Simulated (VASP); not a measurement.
Runs of VASP 6.6.1 on Re. The structure is that of space group P6/mmm (No. 191), or close to it. The cells are those of the table. 

```csv
cell,k mesh,gap on the mesh (eV),pressure (GPa)
"a = 4.469, b = 4.469, c = 2.798 Å, angles 90.0, 90.0, 120.0°, 3 atoms",10 × 10 × 13,none,-24.6
"a = 4.174, b = 4.174, c = 2.613 Å, angles 90.0, 90.0, 120.0°, 3 atoms",10 × 10 × 13,none,63.1
"a = 4.523, b = 4.523, c = 2.832 Å, angles 90.0, 90.0, 120.0°, 3 atoms",10 × 10 × 13,none,-33.3
"a = 4.413, b = 4.413, c = 2.763 Å, angles 90.0, 90.0, 120.0°, 3 atoms",10 × 10 × 13,none,-13.7
"a = 4.297, b = 4.297, c = 2.690 Å, angles 90.0, 90.0, 120.0°, 3 atoms",10 × 10 × 13,none,(b)
"a = 4.355, b = 4.355, c = 2.727 Å, angles 90.0, 90.0, 120.0°, 3 atoms",8 × 8 × 12,none,-0.2
"a = 4.355, b = 4.355, c = 2.727 Å, angles 90.0, 90.0, 120.0°, 3 atoms",10 × 10 × 13,none,-0.2
"a = 4.236, b = 4.236, c = 2.652 Å, angles 90.0, 90.0, 120.0°, 3 atoms",10 × 10 × 13,none,(a)
```

Alike in all rows: task single point; level r2SCAN; potentials or basis VASP PAW PBE potentials, release 64 (Re); no spin polarisation; cutoff (eV) 520; smearing fermi-dirac 0.1 eV.

Question: Estimate the missing entries.

Answer: (a) 37.3; (b) 16.6.

Caveats: the PAW data sets were made with another functional, which shifts forces and pressure a little; spin-orbit coupling is left out, which moves the levels of the heavy elements.

A k mesh can miss the band edges, and the runs leave out spin-orbit coupling on Re.

A gap of «none» marks levels without a gap at the run's occupations.
